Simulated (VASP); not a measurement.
# Ag in VASP: single point with PBE

Aim: the single point of Ag with PBE.

Everything below comes from runs of VASP 6.6.1. Logs are shortened: lines on timing, memory, paths and dates and some standing lists are left out, and cuts for length are marked.

## Step 1: The cell of the first run

The typed cell holds 1 atom: a = 2.950 Å, b = 2.950 Å, c = 2.950 Å, α = 120.00°, β = 120.00°, γ = 90.01°.

## Step 2: Single point, PBE

Input file INCAR:

```
  PREC = Accurate
  ENCUT = 520
  EDIFF = 1E-7
  ISMEAR = 0
  SIGMA = 0.15
  LREAL = False
  LASPH = True
  NELM = 60
  ALGO = Fast
  ISIF = 2
  LWAVE = False
  LCHARG = False
  GGA = PE
  NBANDS = 12
```

Input file KPOINTS:

```
regular mesh
0
Gamma
  22 22 22
```

Input file POSCAR:

```
Ag
1.0
   -1.4750942820      1.4750942820      2.0857833148
    1.4750942820     -1.4750942820      2.0857833148
    1.4750942820      1.4750942820     -2.0857833148
Ag
1
Direct
    0.0000000000      0.0000000000      0.0000000000
```

Potentials or basis: VASP PAW PBE potentials, release 64 (Ag).

Command:

```bash
> cat potpaw_PBE.64/Ag/POTCAR > POTCAR
> mpirun -np 1 vasp_std > vasp.out
```

OUTCAR:

```text
PREC = Accurate
   ENCUT = 520
   EDIFF = 1E-7
   ISMEAR = 0
   LREAL = False
   LASPH = True
   NELM = 60
   ISIF = 2
   GGA = PE

 ion  position               nearest neighbor table
   1  0.000  0.000  0.000-

  LATTYP: Found a body centered tetragonal cell.
 ALAT       =     2.9501885640
 C/A-ratio  =     1.4140000000

  Lattice vectors:

 A1 = (  -1.4750942820,   1.4750942820,   2.0857833148)
 A2 = (   1.4750942820,  -1.4750942820,   2.0857833148)
 A3 = (   1.4750942820,   1.4750942820,  -2.0857833148)

Analysis of symmetry for initial positions (statically):
=====================================================================
 Subroutine PRICEL returns:
 Original cell was already a primitive cell.

 Routine SETGRP: Setting up the symmetry group for a
 body centered tetragonal supercell.

 Subroutine GETGRP returns: Found 16 space group operations
 (whereof 16 operations were pure point group operations)
 out of a pool of 16 trial point group operations.

The static configuration has the point symmetry D_4h.

Analysis of symmetry for dynamics (positions and initial velocities):
=====================================================================
 Subroutine PRICEL returns:
 Original cell was already a primitive cell.

 Routine SETGRP: Setting up the symmetry group for a
 body centered tetragonal supercell.

 Subroutine GETGRP returns: Found 16 space group operations
 (whereof 16 operations were pure point group operations)
 out of a pool of 16 trial point group operations.

The dynamic configuration has the point symmetry D_4h.

 Subroutine INISYM returns: Found 16 space group operations
 (whereof 16 operations are pure point group operations),
 and found     1 'primitive' translations

----------------------------------------------------------------------------------------

                                     Primitive cell

  volume of cell :      18.1538

  direct lattice vectors                    reciprocal lattice vectors
    -1.475094282  1.475094282  2.085783315     0.000000000  0.338961384  0.239718094
     1.475094282 -1.475094282  2.085783315     0.338961384  0.000000000  0.239718094
     1.475094282  1.475094282 -2.085783315     0.338961384  0.338961384  0.000000000

  length of vectors
     2.949965816  2.949965816  2.949965816     0.415162118  0.415162118  0.479363787

  position of ions in fractional coordinates (direct lattice)
     0.000000000  0.000000000  0.000000000
[... 78 lines left out ...]
   EDIFFG = 0.1E-05   stopping-criterion for IOM
   NSW    =      0    number of steps for IOM
   IBRION =     -1    ionic relax: 0-MD 1-quasi-New 2-CG
   NFREE  =      0    steps in history (QN), initial steepest desc. (CG)
   ISIF   =      2    stress and relaxation
   ISYM   =      2    0-nonsym 1-usesym 2-fastsym
   POTIM  = 0.5000    time-step for ionic-motion
   TEBEG  =    0.0;   TEEND  =   0.0 temperature during run
   PSTRESS=    0.0 pullay stress
   NELECT =      11.0000    total number of electrons
   NUPDOWN=      -1.0000    fix difference up-down
   EMIN   =  10.00;   EMAX   =-10.00  energy-range for DOS
   EFERMI =   0.00;   METHOD = LEGACY
   ISMEAR =     0;   SIGMA  =   0.15  broadening in eV -4-tet -1-fermi 0-gaus
   EFERMI_NEDOS =   21; number of points for ismear=-14 and -15
   IALGO  =     68    algorithm
   IMIX   =      4    mixing-type and parameters
     AMIX     =   0.40;   BMIX     =  1.00
     AMIX_MAG =   1.60;   BMIX_MAG =  1.00
  volume/ion in A,a.u.               =      18.15       122.51
  Fermi-wavevector in a.u.,A,eV,Ry     =   1.385318  2.617871 26.111022  1.919106
  Thomas-Fermi vector in A             =   2.509739
   LORBIT       =      0    0 simple, 1 ext, 2 COOP (PROOUT), +10 PAW based schemes
   GGA     = PE    functional components
   LHFCALC =     F    Hartree Fock is set to
   AEXX    =    0.0000 exact exchange contribution
   IVDW    =     0    specifies the selected vdW correction
   LEPSILON=     F    determine dielectric tensor
   LRPA    =     F    only Hartree local field effects (RPA)
 non-spin polarized calculation
 RMM-DIIS sequential band-by-band and
 Gauss-broadening in eV      SIGMA  =   0.15
  energy-cutoff  :      520.00
  volume of cell :       18.15
 maximum number of plane-waves:       531
 NGX is ok and might be reduce to    24
   NGX = 11   NGY = 11   NGZ = 11

 number of electron      11.0000000 magnetization

 Free energy of the ion-electron system (eV)
  ---------------------------------------------------
  ext. energy  EPLUGINS =         0.00000000
  ---------------------------------------------------
  free energy    TOTEN  =        -2.71939846 eV

  energy without entropy =       -2.71720373  energy(sigma->0) =       -2.71830109

 E-fermi :   7.6241     XC(G=0): -11.8393

 val. band max:        7.5841139052   @ k =  -0.2727  -0.4091   0.1818
 cond. band min:       7.6490958184   @ k =  -0.3636   0.3636   0.1364
 fundamental gap:      0.0649819133
 Fermi energy:         7.6240995222

 k-point     1 :       0.0000    0.0000    0.0000
  band No.  band energies     occupation
      1       0.2702      2.00000
      2       2.9986      2.00000
      3       2.9986      2.00000
      4       2.9994      2.00000
      5       3.9227      2.00000
      6       3.9236      2.00000
      7      23.4637      0.00000
      8      26.6705      0.00000
      9      26.6705      0.00000
     10      26.6721      0.00000
     11      31.3329      0.00000
     12      32.0925      0.00000
[... 331 lines left out ...]
 k-point    24 :      -0.4545    0.0455    0.0000
  band No.  band energies     occupation
      1       1.6245      2.00000
      2       2.9757      2.00000
      3       3.0309      2.00000
      4       4.4312      2.00000
      5       4.6177      2.00000
      6       6.7934      2.00000
      7      11.7901      0.00000
      8      22.7384      0.00000
      9      24.4664      0.00000
     10      24.7867      0.00000
     11      29.7720      0.00000
     12      29.9257      0.00000

 [... further k-points ...]
[... 5 lines left out ...]
  --------------------------------------------------------------------------------------
  -------------------------------------------------------------------------------------
  Total       -0.1852375     -0.1852375     -0.1846338      0.0000000      0.0000000      0.0000000
  in kB      -16.3482298    -16.3482298    -16.2949510      0.0000000      0.0000000      0.0000000
  external PRESSURE =     -16.3304702 kB  Pullay stress =       0.0000000 kB

 VOLUME and BASIS-vectors are now :
 -----------------------------------------------------------------------------
  energy-cutoff  :      520.00
  volume of cell :       18.15
      direct lattice vectors                 reciprocal lattice vectors
    -1.475094282  1.475094282  2.085783315     0.000000000  0.338961384  0.239718094
     1.475094282 -1.475094282  2.085783315     0.338961384  0.000000000  0.239718094
     1.475094282  1.475094282 -2.085783315     0.338961384  0.338961384  0.000000000

 POSITION                                       TOTAL-FORCE (eV/Angst)
 -----------------------------------------------------------------------------------
      0.00000      0.00000      0.00000        -0.000000      0.000000      0.000000
 -----------------------------------------------------------------------------------
    total drift:                                0.000000      0.000000     -0.000000

  FREE ENERGIE OF THE ION-ELECTRON SYSTEM (eV)
  ---------------------------------------------------
  free  energy   TOTEN  =        -2.7193984557 eV

  energy  without entropy=       -2.7172037333  energy(sigma->0) =       -2.71830109
```

stdout:

```text
POSCAR found type information on POSCAR Ag
 POSCAR found :  1 types and       1 ions
 scaLAPACK will be used
 LDA part: xc-table for (Slater+PW92), standard interpolation
 POSCAR, INCAR and KPOINTS ok, starting setup
 FFT: planning ... GRIDC
 FFT: planning ... GRID_SOFT
 FFT: planning ... GRID
 WAVECAR not read
 entering main loop
WARNING in EDDRMM: call to ZHEGV failed, returncode =   8  4     12
```

It took 61 s on 1 thread of Intel Xeon 6975P-C (Granite Rapids), shared host; peak memory 0.29 GiB.

What came out:

| Item | Value |
| --- | --- |
| Free energy | -2.7194 eV |
| Pressure | -1.6 GPa |
